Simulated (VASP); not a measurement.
# Al2BAs3 (P1) in VASP: relaxation of cell and atoms with PBE

Aim: the relaxation of cell and atoms of Al2BAs3 with PBE.

Everything below comes from runs of VASP 6.6.1. Logs are shortened: lines on timing, memory, paths and dates and some standing lists are left out, and cuts for length are marked.

### Step 1. The cell of the first run

The typed cell holds 12 atoms: a = 5.333 Å, b = 5.379 Å, c = 8.641 Å, α = 89.54°, β = 108.66°, γ = 87.92°.

### Step 2. Relaxation of cell and atoms, PBE

The input, INCAR:

```
PREC     = Accurate       # precision mode
ENCUT    = 600            # plane-wave cutoff, eV
EDIFF    = 1E-6           # SCF threshold, eV
ISMEAR   = 0              # smearing method
SIGMA    = 0.1            # smearing width, eV
LREAL    = F              # projectors in reciprocal space
LASPH    = T              # aspherical terms in the spheres
NELM     = 60             # most SCF steps
ALGO     = Normal         # electronic algorithm
ISIF     = 3              # what is computed and relaxed
LWAVE    = F              # write WAVECAR
LCHARG   = F              # write CHGCAR
GGA      = PE             # functional
IBRION   = 2              # ionic algorithm
NSW      = 80             # ionic steps
EDIFFG   = -0.025         # ionic threshold
```

The input, KPOINTS:

```
regular mesh
0
Gamma
  4 4 4
```

The input, POSCAR:

```
Al2BAs3
1.0
   -3.7016893866      3.8396035498      0.0323835510
    3.7335319094      3.8714460726     -0.0544130046
    1.9464903415     -1.8955263719     -8.2029627127
Al B As
4 2 6
Direct
    0.1502333568      0.4907455176      0.3292599317
    0.6646755717      0.0088716205      0.3190826369
    0.8544933421      0.5131143745      0.6811996200
    0.3400628713      0.9955981501      0.6840185048
    1.0078990722     -0.0011549043      0.0025907964
    0.5021360252      0.4878562071     -0.0026777295
    0.3133536249      0.2547314454      0.1329933030
    0.8263768540      0.7548481362      0.1325457973
    0.9884927164      0.2535237477      0.4956370933
    0.5011893815      0.7417677614      0.5027860472
    0.6749353137      0.2461334463      0.8617837888
    0.1761518703      0.7539644976      0.8607802101
```

Potentials or basis: VASP PAW PBE potentials, release 64 (Al, B, As).

Run with:

```sh
> cat potpaw_PBE.64/Al/POTCAR potpaw_PBE.64/B/POTCAR potpaw_PBE.64/As/POTCAR > POTCAR
> mpirun -np 1 vasp_std > vasp.out
```

OUTCAR:

```text
PREC = Accurate
   ENCUT = 600
   EDIFF = 1E-6
   ISMEAR = 0
   LREAL = F
   LASPH = T
   NELM = 60
   ISIF = 3
   GGA = PE
   IBRION = 2
   NSW = 80
   EDIFFG = -0.025

 ion  position               nearest neighbor table
   1  0.150  0.491  0.329-   9 2.30   8 2.41  10 2.45   7 2.48
   2  0.665  0.009  0.319-   9 2.36   7 2.39   8 2.46  10 2.51
   3  0.854  0.513  0.681-  10 2.32  12 2.35   9 2.39  11 2.54
   4  0.340  0.996  0.684-  12 2.39  11 2.41  10 2.42   9 2.43
   5  0.008  0.999  0.003-   8 2.16  12 2.16  11 2.20   7 2.20
   6  0.502  0.488  0.997-  11 2.13   7 2.19  12 2.22   8 2.31
   7  0.313  0.255  0.133-   6 2.19   5 2.20   2 2.39   1 2.48
   8  0.826  0.755  0.133-   5 2.16   6 2.31   1 2.41   2 2.46
   9  0.988  0.254  0.496-   1 2.30   2 2.36   3 2.39   4 2.43
  10  0.501  0.742  0.503-   3 2.32   4 2.42   1 2.45   2 2.51
  11  0.675  0.246  0.862-   6 2.13   5 2.20   4 2.41   3 2.54
  12  0.176  0.754  0.861-   5 2.16   6 2.22   3 2.35   4 2.39

  LATTYP: Found a triclinic cell.
 ALAT       =    11.5158402882
 B/A-ratio  =     0.4631437391
 C/A-ratio  =     1.5056837158
 COS(alpha) =     0.0000998934
 COS(beta)  =     0.6759779644
 COS(gamma) =     0.7032789854

  Lattice vectors:

 A1 = (  -5.6481797281,   5.7351299217,   8.2353462637)
 A2 = (  -3.7016893866,   3.8396035498,   0.0323835510)
 A3 = (  -3.9248232058,  -3.9199968786,  16.4279548790)

Analysis of symmetry for initial positions (statically):
=====================================================================
 Subroutine PRICEL returns:
 Original cell was already a primitive cell.

 Routine SETGRP: Setting up the symmetry group for a
 triclinic supercell.

 Subroutine GETGRP returns: Found  1 space group operations
 (whereof  1 operations were pure point group operations)
 out of a pool of  2 trial point group operations.

The static configuration has the point symmetry C_1 .

Analysis of symmetry for dynamics (positions and initial velocities):
=====================================================================
 Subroutine PRICEL returns:
 Original cell was already a primitive cell.

 Routine SETGRP: Setting up the symmetry group for a
 triclinic supercell.

 Subroutine GETGRP returns: Found  1 space group operations
 (whereof  1 operations were pure point group operations)
 out of a pool of  2 trial point group operations.

The dynamic configuration has the point symmetry C_1 .

 Subroutine INISYM returns: Found  1 space group operations
 (whereof  1 operations are pure point group operations),
 and found     1 'primitive' translations

----------------------------------------------------------------------------------------

                                     Primitive cell

  volume of cell :     234.6495

  direct lattice vectors                    reciprocal lattice vectors
    -3.701689387  3.839603550  0.032383551    -0.135778997  0.130066815 -0.062274766
     3.733531909  3.871446073 -0.054413005     0.133964681  0.129136394  0.001948018
     1.946490342 -1.895526372 -8.202962713    -0.001424659 -0.000343129 -0.122165943

  length of vectors
     5.333489330  5.378690918  8.641206058     0.198069329  0.186082076  0.122174732

  position of ions in fractional coordinates (direct lattice)
     0.150233357  0.490745518  0.329259932
     0.664675572  0.008871621  0.319082637
     0.854493342  0.513114374  0.681199620
     0.340062871  0.995598150  0.684018505
     0.007899072  0.998845096  0.002590796
     0.502136025  0.487856207  0.997322270
     0.313353625  0.254731445  0.132993303
     0.826376854  0.754848136  0.132545797
     0.988492716  0.253523748  0.495637093
     0.501189381  0.741767761  0.502786047
     0.674935314  0.246133446  0.861783789
     0.176151870  0.753964498  0.860780210

  ion indices of the primitive-cell ions
   primitive index   ion index
                 1           1
                 2           2
                 3           3
                 4           4
                 5           5
                 6           6
                 7           7
                 8           8
                 9           9
                10          10
                11          11
                12          12

----------------------------------------------------------------------------------------

 KPOINTS: regular mesh

Automatic generation of k-mesh.
 Grid dimensions read from file:
 generate k-points for:    4    4    4

 Generating k-lattice:

  Cartesian coordinates                     Fractional coordinates (reciprocal lattice)
    -0.033944749  0.032516704 -0.015568692     0.250000000  0.000000000  0.000000000
     0.033491170  0.032284098  0.000487004    -0.000000000  0.250000000  0.000000000
    -0.000356165 -0.000085782 -0.030541486     0.000000000 -0.000000000  0.250000000

  Length of vectors
     0.049517332  0.046520519  0.030543683

  Shift w.r.t. Gamma in fractional coordinates (k-lattice)
     0.000000000  0.000000000  0.000000000

 Subroutine IBZKPT returns following result:
 ===========================================

 Found     36 irreducible k-points:

 Following reciprocal coordinates:
            Coordinates               Weight
  0.000000  0.000000  0.000000      1.000000
  0.250000 -0.000000  0.000000      2.000000
  0.500000 -0.000000  0.000000      1.000000
 -0.000000  0.250000  0.000000      2.000000
  0.250000  0.250000 -0.000000      2.000000
  0.500000  0.250000 -0.000000      2.000000
[... 16 lines left out ...]
  0.000000 -0.250000  0.250000      2.000000
  0.250000 -0.250000  0.250000      2.000000
 [... further k-points ...]
   k-points           NKPTS =     36   k-points in BZ     NKDIM =     36   number of bands    NBANDS=     31
   number of dos      NEDOS =    301   number of ions     NIONS =     12
   total plane-waves  NPLWV = 161280
   dimension x,y,z NGX =    48 NGY =   48 NGZ =   70
   dimension x,y,z NGXF=    96 NGYF=   96 NGZF=  140
   ions per type =               4   2   6
   NGX,Y,Z   is equivalent  to a cutoff of  14.96, 14.84, 13.47 a.u.
   NGXF,Y,Z  is equivalent  to a cutoff of  29.92, 29.67, 26.93 a.u.
 SYSTEM =  unknown system
   PREC   = accura    normal or accurate (medium, high low for compatibility)
   ISTART =      0    job   : 0-new  1-cont  2-samecut
   ICHARG =      2    charge: 1-file 2-atom 10-const
   ISPIN  =      1    spin polarized calculation?
   LNONCOLLINEAR =      F non collinear calculations
   LSORBIT =      F    spin-orbit coupling
   LASPH  =      T    aspherical Exc in radial PAW
   ENCUT  =  600.0 eV  44.10 Ry    6.64 a.u.  10.65 10.74 17.26*2*pi/ulx,y,z
   NELM   =     60;   NELMIN=  2; NELMDL= -5     # of ELM steps
   EDIFF  = 0.1E-05   stopping-criterion for ELM
   LREAL  =      F    real-space projection
   EDIFFG = -.3E-01   stopping-criterion for IOM
   NSW    =     80    number of steps for IOM
   IBRION =      2    ionic relax: 0-MD 1-quasi-New 2-CG
   NFREE  =      1    steps in history (QN), initial steepest desc. (CG)
   ISIF   =      3    stress and relaxation
   ISYM   =      2    0-nonsym 1-usesym 2-fastsym
   POTIM  = 0.5000    time-step for ionic-motion
   TEBEG  =    0.0;   TEEND  =   0.0 temperature during run
   PSTRESS=    0.0 pullay stress
   NELECT =      48.0000    total number of electrons
   NUPDOWN=      -1.0000    fix difference up-down
   EMIN   =  10.00;   EMAX   =-10.00  energy-range for DOS
   EFERMI =   0.00;   METHOD = LEGACY
   ISMEAR =     0;   SIGMA  =   0.10  broadening in eV -4-tet -1-fermi 0-gaus
   EFERMI_NEDOS =   21; number of points for ismear=-14 and -15
   IALGO  =     38    algorithm
   IMIX   =      4    mixing-type and parameters
     AMIX     =   0.40;   BMIX     =  1.00
     AMIX_MAG =   1.60;   BMIX_MAG =  1.00
  volume/ion in A,a.u.               =      19.55       131.96
  Fermi-wavevector in a.u.,A,eV,Ry     =   0.964603  1.822836 12.659669  0.930459
  Thomas-Fermi vector in A             =   2.094249
   LORBIT       =      0    0 simple, 1 ext, 2 COOP (PROOUT), +10 PAW based schemes
   GGA     = PE    functional components
   LHFCALC =     F    Hartree Fock is set to
   AEXX    =    0.0000 exact exchange contribution
   IVDW    =     0    specifies the selected vdW correction
   LEPSILON=     F    determine dielectric tensor
   LRPA    =     F    only Hartree local field effects (RPA)
 conjugate gradient relaxation of ions
 non-spin polarized calculation
 Gauss-broadening in eV      SIGMA  =   0.10
  energy-cutoff  :      600.00
  volume of cell :      234.65
 maximum number of plane-waves:      7851
 NGX is ok and might be reduce to    48
   NGX = 21   NGY = 21   NGZ = 35

--------------------------------------- Ionic step        1  -------------------------------------------

 number of electron      48.0000001 magnetization

 Free energy of the ion-electron system (eV)
  ---------------------------------------------------
  ext. energy  EPLUGINS =         0.00000000
  ---------------------------------------------------
  free energy    TOTEN  =       -57.72673888 eV

  energy without entropy =      -57.72666528  energy(sigma->0) =      -57.72670208

------------------------ aborting loop because EDIFF is reached ----------------------------------------

  FORCE on cell =-STRESS in cart. coord.  units (eV):
  Direction    XX          YY          ZZ          XY          YZ          ZX
  --------------------------------------------------------------------------------------
  -------------------------------------------------------------------------------------
  Total        6.1359938      1.4462108      6.5053473     -0.4509238     -0.1141525      2.5569554
  in kB       41.8963248      9.8746704     44.4182556     -3.0788902     -0.7794289     17.4587910
  external PRESSURE =      32.0630836 kB  Pullay stress =       0.0000000 kB
[... 119 lines left out ...]
  FREE ENERGIE OF THE ION-ELECTRON SYSTEM (eV)
  ---------------------------------------------------
  free  energy   TOTEN  =       -58.1136696703 eV

  energy  without entropy=      -58.1136695042  energy(sigma->0) =      -58.11366959

[... ionic steps 4 to 11 ...]

--------------------------------------- Ionic step       12  -------------------------------------------

 number of electron      48.0000002 magnetization

------------------------ aborting loop because EDIFF is reached ----------------------------------------
[... 87 lines left out ...]
--------------------------------------- Ionic step       14  -------------------------------------------

 number of electron      48.0000002 magnetization

 Free energy of the ion-electron system (eV)
  ---------------------------------------------------
  ext. energy  EPLUGINS =         0.00000000
  ---------------------------------------------------
  free energy    TOTEN  =       -58.20860587 eV

  energy without entropy =      -58.20860587  energy(sigma->0) =      -58.20860587

 E-fermi :   4.9292     XC(G=0):  -9.3407

 val. band max:        4.5125448526   @ k =   0.0000   0.0000   0.0000
 cond. band min:       5.3440548276   @ k =   0.0000   0.0000   0.0000
 fundamental gap:      0.8315099749
 Fermi energy:         4.9292211441

 k-point     1 :       0.0000    0.0000    0.0000
  band No.  band energies     occupation
      1      -8.5413      2.00000
      2      -7.0480      2.00000
      3      -6.5690      2.00000
      4      -5.9894      2.00000
      5      -5.9804      2.00000
      6      -5.7407      2.00000
[... 805 lines left out ...]
     30       7.3156      0.00000
     31       7.9424      0.00000

 [... further k-points ...]

------------------------ aborting loop because EDIFF is reached ----------------------------------------

  FORCE on cell =-STRESS in cart. coord.  units (eV):
  Direction    XX          YY          ZZ          XY          YZ          ZX
  --------------------------------------------------------------------------------------
  -------------------------------------------------------------------------------------
  Total        0.0328848      0.0424528      0.0738573      0.0019540      0.0406851      0.0251882
  in kB        0.2176175      0.2809349      0.4887566      0.0129308      0.2692368      0.1666848
  external PRESSURE =       0.3291030 kB  Pullay stress =       0.0000000 kB
[... 27 lines left out ...]
  FREE ENERGIE OF THE ION-ELECTRON SYSTEM (eV)
  ---------------------------------------------------
  free  energy   TOTEN  =       -58.2086058718 eV

  energy  without entropy=      -58.2086058717  energy(sigma->0) =      -58.20860587

 reached required accuracy - stopping structural energy minimisation
```

Wall time 26 min (1 thread of AMD EPYC 9R45 (Zen 5), shared host); peak memory 0.58 GiB.

Results:

| Property | Result |
| --- | --- |
| Free energy | -58.2086 eV |
| Relaxed volume | 20.18 Å³/atom |
| Relaxed cell | a = 5.377 Å, b = 5.377 Å, c = 8.794 Å, α = 89.96°, β = 107.78°, γ = 89.99° |
| Space group after relaxing (to 0.1 Å) | I-4m2 (No. 119) |
| Energy gained by relaxing | 40.2 meV/atom |
| Ionic steps | 14 |
| Pressure after relaxing | 0.0 GPa |
| Largest force after relaxing | 0.022 eV/Å |
| Band gap on the k mesh | 0.83 eV |

Forces on the atoms (eV/Å):
```
Al   0.002  0.008  0.012
Al  -0.001  0.013  0.002
Al  -0.005  0.012  0.005
Al   0.006 -0.021  0.002
B    0.013  0.006 -0.005
B   -0.010 -0.004  0.009
As   0.002  0.003 -0.006
As  -0.006 -0.014  0.001
As  -0.002  0.010 -0.010
As  -0.001  0.002 -0.010
As   0.000  0.003  0.004
As   0.005 -0.017 -0.001
```

Step by step:
| step | energy change (eV) | largest force (eV/Å) | pressure (GPa) | volume (Å³) |
| --- | --- | --- | --- | --- |
| 1 | 0.0000 | 1.5218 | 3.21 | 234.65 |
| 2 | -0.3824 | 0.4843 | -1.79 | 248.13 |
| 3 | -0.3869 | 0.4978 | -1.36 | 246.71 |
| 4 | -0.4604 | 0.2557 | -0.08 | 242.53 |
| 5 | -0.4627 | 0.2903 | 0.21 | 241.68 |
| 6 | -0.4752 | 0.1154 | 0.07 | 242.00 |
| 7 | -0.4760 | 0.1104 | 0.03 | 242.10 |
| 8 | -0.4785 | 0.0699 | -0.04 | 242.30 |
| 9 | -0.4786 | 0.0869 | -0.06 | 242.37 |
| 10 | -0.4803 | 0.0537 | 0.01 | 242.18 |
| 11 | -0.4807 | 0.0548 | 0.06 | 242.04 |
| 12 | -0.4815 | 0.0293 | -0.02 | 242.27 |
| 13 | -0.4816 | 0.0330 | -0.06 | 242.40 |
| 14 | -0.4819 | 0.0219 | 0.03 | 242.11 |

Final structure:
```yaml
crystal:
  lattice:
    - [-3.80193, 3.80240, -0.00094]
    - [3.80180, 3.80228, -0.00208]
    - [1.90215, -1.89844, -8.37355]
  atoms:
    - { symbol: Al, position: [0.15909, 0.49903, 0.31998] }
    - { symbol: Al, position: [0.65902, 0.99924, 0.31952] }
    - { symbol: Al, position: [0.84037, 0.50044, 0.68053] }
    - { symbol: Al, position: [0.34120, 0.00104, 0.68006] }
    - { symbol: B, position: [0.00050, 0.99980, 0.99980] }
    - { symbol: B, position: [0.50023, 0.50059, 0.00025] }
    - { symbol: As, position: [0.31800, 0.25004, 0.13638] }
    - { symbol: As, position: [0.81867, 0.75026, 0.13646] }
    - { symbol: As, position: [0.99868, 0.24921, 0.50002] }
    - { symbol: As, position: [0.49931, 0.74927, 0.49981] }
    - { symbol: As, position: [0.68225, 0.25046, 0.86387] }
    - { symbol: As, position: [0.18267, 0.75061, 0.86331] }
```

Levels at points of the mesh, in eV from the valence-band top:
```csv
k point,band 21,band 22,band 23,band 24,band 25,band 26,band 27,band 28
"(0.00, 0.00, 0.00)",-1.67,-0.34,0.00,0.00,0.83,0.99,1.01,1.65
"(0.50, 0.00, 0.00)",-1.82,-1.82,-1.23,-1.23,2.24,2.24,2.87,2.88
"(0.00, 0.50, 0.00)",-1.95,-1.94,-1.45,-1.45,1.81,1.81,2.85,2.86
"(0.50, 0.50, 0.00)",-0.78,-0.78,-0.73,-0.72,1.06,1.07,2.63,2.63
"(0.00, 0.00, 0.50)",-1.29,-1.28,-0.55,-0.55,0.85,1.01,1.25,1.65
"(0.50, 0.00, 0.50)",-1.82,-1.82,-1.23,-1.23,2.24,2.24,2.88,2.88
"(0.00, 0.50, 0.50)",-1.61,-1.60,-1.09,-1.08,2.97,2.97,3.15,3.16
"(0.50, 0.50, 0.50)",-0.78,-0.78,-0.73,-0.72,1.06,1.07,2.63,2.64
```

A k mesh can miss the band edges.
